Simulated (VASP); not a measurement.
AlH6, 7 atoms in the cell. The typed cell holds 7 atoms: a = 3.845 Å, b = 3.845 Å, c = 3.718 Å, α = 90.00°, β = 90.00°, γ = 120.00°. 

* Program: VASP 6.6.1
* Task: single point
* Functional: PBE
* Potentials or basis: VASP PAW PBE potentials, release 64 (Al, H)
* Cutoff: 520 eV
* k mesh: 6 × 6 × 4
* Occupations: gaussian, width 0.1 eV
* Spin: no spin polarisation
* Dipole correction: no
* Further INCAR settings: ALGO = Normal; EDIFF = 1e-07; NBANDS = 14

Potentials or basis: VASP PAW PBE potentials, release 64 (Al, H).

The run is started by

```console
$ cat potpaw_PBE.64/Al/POTCAR potpaw_PBE.64/H/POTCAR > POTCAR
$ mpirun -np 1 vasp_std > vasp.out
```

Hardware: 1 thread of Intel(R) Xeon(R) Platinum 8488C (Sapphire Rapids) (shared host).

**Question.** How long does it take, and how much memory?

**Answer.** It took 14 s on 1 thread of Intel(R) Xeon(R) Platinum 8488C (Sapphire Rapids), on a shared host, peak memory 0.16 GiB. Counts: scf iterations 15, k points 24.
